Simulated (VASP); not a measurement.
# GaSb (Immm) in VASP: phonons with PBEsol+D3(BJ)

Aim: the phonons of GaSb with PBEsol+D3(BJ).

Everything below comes from runs of VASP 6.6.1. Logs are shortened: lines on timing, memory, paths and dates and some standing lists are left out, and cuts for length are marked.

### 1 The cell of the first run

Symmetry: Immm, No. 71, orthorhombic system. Conventional cell: a = 3.112 Å, b = 5.350 Å, c = 5.787 Å, α = 90.00°, β = 90.00°, γ = 90.00°. Within 3.8 Å of Ga (site symmetry mmm) lie 6 Sb at 2.89 to 3.09 Å and 2 Ga at 3.11 Å. Within 3.8 Å of Sb (site symmetry mmm) lie 6 Ga at 2.89 to 3.09 Å and 2 Sb at 3.11 Å.

### 2 Phonons, PBEsol+D3(BJ)

The input, INCAR:

```
SYSTEM = GaSb
PREC = Accurate ; ENCUT = 520
EDIFF = 1E-8 ; ISMEAR = -1
SIGMA = 0.1 ; LREAL = .False.
LASPH = .True. ; NELM = 80
ALGO = Normal ; ISIF = 2
LWAVE = .False. ; LCHARG = .True.
GGA = PS ; IVDW = 12
NBANDS = 16 ; IBRION = 6
NFREE = 2 ; POTIM = 0.015
NSW = 1
```

The input, KPOINTS:

```
regular mesh
0
Gamma
  3 3 3
  0 0 0
```

The input, POSCAR:

```
GaSb
1.0
   -1.5559010000      2.6750030000      2.8933130000
    1.5559010000     -2.6750030000      2.8933130000
    1.5559010000      2.6750030000     -2.8933130000
Ga Sb
1 1
Direct
    0.0000000000      0.0000000000      0.0000000000
    0.5000000000      0.5000000000      0.0000000000
```

Potentials or basis: VASP PAW PBE potentials, release 64 (Ga_d, Sb).

Command:

```sh
> cat potpaw_PBE.64/Ga_d/POTCAR potpaw_PBE.64/Sb/POTCAR > POTCAR
> mpirun -np 1 vasp_std > vasp.out
```

OUTCAR:

```text
SYSTEM = GaSb
   PREC = Accurate
   ENCUT = 520
   EDIFF = 1E-8
   ISMEAR = -1
   LREAL = .False.
   LASPH = .True.
   NELM = 80
   ISIF = 2
   GGA = PS
   IVDW = 12
   IBRION = 6
   NFREE = 2
   POTIM = 0.015
   NSW = 1
 IVDW          = 12

 ion  position               nearest neighbor table
   1  0.000  0.000  0.000-   2 2.89   2 2.89   2 3.09   2 3.09   2 3.09   2 3.09
   2  0.500  0.500  0.000-   1 2.89   1 2.89   1 3.09   1 3.09   1 3.09   1 3.09

  LATTYP: Found a body centered orthorhombic cell.
 ALAT       =     3.1118020000
 B/A-ratio  =     1.7192629865
 C/A-ratio  =     1.8595739703

  Lattice vectors:

 A1 = (  -1.5559010000,   2.6750030000,   2.8933130000)
 A2 = (   1.5559010000,  -2.6750030000,   2.8933130000)
 A3 = (   1.5559010000,   2.6750030000,  -2.8933130000)

Analysis of symmetry for initial positions (statically):
=====================================================================
 Subroutine PRICEL returns:
 Original cell was already a primitive cell.

 Routine SETGRP: Setting up the symmetry group for a
 body centered orthorhombic supercell.

 Subroutine GETGRP returns: Found  8 space group operations
 (whereof  8 operations were pure point group operations)
 out of a pool of  8 trial point group operations.

The static configuration has the point symmetry D_2h.

Analysis of symmetry for dynamics (positions and initial velocities):
=====================================================================
 Subroutine PRICEL returns:
 Original cell was already a primitive cell.

 Routine SETGRP: Setting up the symmetry group for a
 body centered orthorhombic supercell.

 Subroutine GETGRP returns: Found  8 space group operations
 (whereof  8 operations were pure point group operations)
 out of a pool of  8 trial point group operations.

The dynamic configuration has the point symmetry D_2h.

 Subroutine INISYM returns: Found  8 space group operations
 (whereof  8 operations are pure point group operations),
 and found     1 'primitive' translations

----------------------------------------------------------------------------------------

                                     Primitive cell

  volume of cell :      48.1683

  direct lattice vectors                    reciprocal lattice vectors
    -1.555901000  2.675003000  2.893313000     0.000000000  0.186915678  0.172812274
     1.555901000 -2.675003000  2.893313000     0.321357207  0.000000000  0.172812274
     1.555901000  2.675003000 -2.893313000     0.321357207  0.186915678  0.000000000

  length of vectors
     4.236476022  4.236476022  4.236476022     0.254561491  0.364876057  0.371763265

  position of ions in fractional coordinates (direct lattice)
     0.000000000  0.000000000  0.000000000
     0.500000000  0.500000000  0.000000000

  ion indices of the primitive-cell ions
   primitive index   ion index
                 1           1
                 2           2

----------------------------------------------------------------------------------------

 KPOINTS: regular mesh

Automatic generation of k-mesh.
 Grid dimensions read from file:
 generate k-points for:    3    3    3

 Generating k-lattice:

  Cartesian coordinates                     Fractional coordinates (reciprocal lattice)
     0.000000000  0.062305226  0.057604091     0.333333333  0.000000000  0.000000000
     0.107119069  0.000000000  0.057604091     0.000000000  0.333333333  0.000000000
     0.107119069  0.062305226  0.000000000     0.000000000  0.000000000  0.333333333

  Length of vectors
     0.084853830  0.121625352  0.123921088

  Shift w.r.t. Gamma in fractional coordinates (k-lattice)
     0.000000000  0.000000000  0.000000000

 Subroutine IBZKPT returns following result:
 ===========================================

 Found      8 irreducible k-points:

 Following reciprocal coordinates:
            Coordinates               Weight
  0.000000  0.000000  0.000000      1.000000
  0.333333  0.000000 -0.000000      4.000000
  0.000000  0.333333 -0.000000      4.000000
  0.333333  0.333333  0.000000      8.000000
 -0.333333  0.333333 -0.000000      4.000000
 -0.333333  0.333333  0.333333      2.000000
  0.333333 -0.333333  0.333333      2.000000
 -0.333333 -0.333333  0.333333      2.000000
   k-points           NKPTS =      8   k-points in BZ     NKDIM =      8   number of bands    NBANDS=     16
   number of dos      NEDOS =    301   number of ions     NIONS =      2
   total plane-waves  NPLWV =  32768
   dimension x,y,z NGX =    32 NGY =   32 NGZ =   32
   dimension x,y,z NGXF=    64 NGYF=   64 NGZF=   64
   ions per type =               1   1
   NGX,Y,Z   is equivalent  to a cutoff of  12.56, 12.56, 12.56 a.u.
   NGXF,Y,Z  is equivalent  to a cutoff of  25.11, 25.11, 25.11 a.u.
 SYSTEM =  GaSb
   PREC   = accura    normal or accurate (medium, high low for compatibility)
   ISTART =      0    job   : 0-new  1-cont  2-samecut
   ICHARG =      2    charge: 1-file 2-atom 10-const
   ISPIN  =      1    spin polarized calculation?
   LNONCOLLINEAR =      F non collinear calculations
   LSORBIT =      F    spin-orbit coupling
   LASPH  =      T    aspherical Exc in radial PAW
   ENCUT  =  520.0 eV  38.22 Ry    6.18 a.u.   7.88  7.88  7.88*2*pi/ulx,y,z
   NELM   =     80;   NELMIN=  2; NELMDL= -5     # of ELM steps
   EDIFF  = 0.1E-07   stopping-criterion for ELM
   LREAL  =      F    real-space projection
   EDIFFG = 0.1E-06   stopping-criterion for IOM
   NSW    =     61    number of steps for IOM
   IBRION =      6    ionic relax: 0-MD 1-quasi-New 2-CG
   NFREE  =      2    steps in history (QN), initial steepest desc. (CG)
   ISIF   =      2    stress and relaxation
   ISYM   =      2    0-nonsym 1-usesym 2-fastsym
   POTIM  = 0.0150    time-step for ionic-motion
   TEBEG  =    0.0;   TEEND  =   0.0 temperature during run
   PSTRESS=    0.0 pullay stress
   NELECT =      18.0000    total number of electrons
   NUPDOWN=      -1.0000    fix difference up-down
   EMIN   =  10.00;   EMAX   =-10.00  energy-range for DOS
   EFERMI =   0.00;   METHOD = LEGACY
   ISMEAR =    -1;   SIGMA  =   0.10  broadening in eV -4-tet -1-fermi 0-gaus
   EFERMI_NEDOS =   21; number of points for ismear=-14 and -15
   IALGO  =     38    algorithm
   IMIX   =      4    mixing-type and parameters
     AMIX     =   0.40;   BMIX     =  1.00
     AMIX_MAG =   1.60;   BMIX_MAG =  1.00
  volume/ion in A,a.u.               =      24.08       162.53
  Fermi-wavevector in a.u.,A,eV,Ry     =   1.179176  2.228319 18.918287  1.390455
  Thomas-Fermi vector in A             =   2.315491
   LORBIT       =      0    0 simple, 1 ext, 2 COOP (PROOUT), +10 PAW based schemes
   GGA     = PS    functional components
   LHFCALC =     F    Hartree Fock is set to
   AEXX    =    0.0000 exact exchange contribution
   IVDW    =    12    specifies the selected vdW correction
   LEPSILON=     F    determine dielectric tensor
   LRPA    =     F    only Hartree local field effects (RPA)
 finite differences with symmetry
 non-spin polarized calculation
  energy-cutoff  :      520.00
  volume of cell :       48.17
 maximum number of plane-waves:      1304
   NGX = 15   NGY = 15   NGZ = 15

--------------------------------------- Ionic step        1  -------------------------------------------

 number of electron      17.9999989 magnetization

 Free energy of the ion-electron system (eV)
  ---------------------------------------------------
  ext. energy  EPLUGINS =         0.00000000
  ---------------------------------------------------
  free energy    TOTEN  =        -7.93811166 eV

  energy without entropy =       -7.91645563  energy(sigma->0) =       -7.92728364

------------------------ aborting loop because EDIFF is reached ----------------------------------------

 Edisp (eV)   -0.76232

 E8    (eV) :    -0.5245
[... 105 lines left out ...]
  FREE ENERGIE OF THE ION-ELECTRON SYSTEM (eV)
  ---------------------------------------------------
  free  energy   TOTEN  =        -8.7004323802 eV

  energy  without entropy=       -8.6787760705  energy(sigma->0) =       -8.68960423

[... ionic steps 4 to 10 ...]

--------------------------------------- Ionic step       11  -------------------------------------------

 number of electron      17.9999990 magnetization

------------------------ aborting loop because EDIFF is reached ----------------------------------------
[... 75 lines left out ...]
--------------------------------------- Ionic step       13  -------------------------------------------

 number of electron      17.9999990 magnetization

 Free energy of the ion-electron system (eV)
  ---------------------------------------------------
  ext. energy  EPLUGINS =         0.00000000
  ---------------------------------------------------
  free energy    TOTEN  =        -7.93782701 eV

  energy without entropy =       -7.91616930  energy(sigma->0) =       -7.92699816

 E-fermi :   6.3085     XC(G=0): -10.3716

 val. band max:        5.5602705247   @ k =   0.3333   0.0000  -0.0000
 cond. band min:       6.3092226757   @ k =  -0.3333   0.3333  -0.0000
 fundamental gap:      0.7489521510
 Fermi energy:         6.3085365208

 k-point     1 :       0.0000    0.0000    0.0000
  band No.  band energies     occupation
      1      -8.7027      2.00000
      2      -8.5840      2.00000
      3      -8.5776      2.00000
      4      -8.5775      2.00000
      5      -8.5509      2.00000
      6      -5.4887      2.00000
[... 174 lines left out ...]
  FREE ENERGIE OF THE ION-ELECTRON SYSTEM (eV)
  ---------------------------------------------------
  free  energy   TOTEN  =        -8.7001437867 eV

  energy  without entropy=       -8.6784860769  energy(sigma->0) =       -8.68931493

 INTERNAL STRAIN TENSORS FROM DISPLACED ATOMS
 ============================================

 INTERNAL STRAIN TENSOR FOR ION    1 for displacements in x,y,z  (eV/Angst):
          X           Y           Z          XY          YZ          ZX
  --------------------------------------------------------------------------------
  x     0.00000     0.00000     0.00000     0.00000     0.00000     0.00000
  y     0.00000     0.00000     0.00000     0.00000     0.00000     0.00000
  z     0.00000     0.00000     0.00000     0.00000     0.00000     0.00000

 INTERNAL STRAIN TENSOR FOR ION    2 for displacements in x,y,z  (eV/Angst):
          X           Y           Z          XY          YZ          ZX
  --------------------------------------------------------------------------------
  x     0.00000     0.00000     0.00000     0.00000     0.00000     0.00000
  y     0.00000     0.00000     0.00000     0.00000     0.00000     0.00000
  z     0.00000     0.00000     0.00000     0.00000     0.00000     0.00000

 Eigenvectors and eigenvalues of the dynamical matrix
 ----------------------------------------------------

   1 f  =    3.720223 THz    23.374850 2PiTHz  124.093277 cm-1    15.385599 meV
             X         Y         Z           dx          dy          dz
      0.000000  0.000000  0.000000     0.000000    0.000000    0.796329
      0.000000  0.000000  2.893313     0.000000    0.000000   -0.604864
[... 21 lines left out ...]
   6 f/i=    2.016137 THz    12.667764 2PiTHz   67.251098 cm-1     8.338070 meV
             X         Y         Z           dx          dy          dz
      0.000000  0.000000  0.000000     0.000000    0.801176    0.000000
      0.000000  0.000000  2.893313     0.000000   -0.598428    0.000000

 ELASTIC MODULI CONTR FROM IONIC RELAXATION (kBar)
 Direction    XX          YY          ZZ          XY          YZ          ZX
 --------------------------------------------------------------------------------
 XX           0.0000      0.0000      0.0000      0.0000      0.0000      0.0000
 YY           0.0000      0.0000      0.0000      0.0000      0.0000      0.0000
 ZZ           0.0000      0.0000      0.0000      0.0000      0.0000      0.0000
 XY           0.0000      0.0000      0.0000      0.0000      0.0000      0.0000
 YZ           0.0000      0.0000      0.0000      0.0000      0.0000      0.0000
 ZX           0.0000      0.0000      0.0000      0.0000      0.0000      0.0000
 --------------------------------------------------------------------------------
```

Wall time 77 s (1 thread of Intel Xeon Platinum 8488C (Sapphire Rapids), shared host); peak memory 0.19 GiB.

Results:

| Item | Value |
| --- | --- |
| Highest phonon frequency at Γ, LO-TO splitting left out | 124 cm⁻¹ |
| Most unstable mode | 67i cm⁻¹ |
| Dispersion energy per atom | -0.381 eV |

Phonon frequencies in cm⁻¹ (negative: imaginary):
| q point | frequencies |
| --- | --- |
| (0.000, 0.000, 0.000) | -67 -17 0 0 1 124 |

Caveat: the k points lie up to 0.78 Å⁻¹ apart; the cell wasn't relaxed at this level first, which shifts response properties; some modes are imaginary; spin-orbit coupling is left out, which moves the levels of the heavy elements.
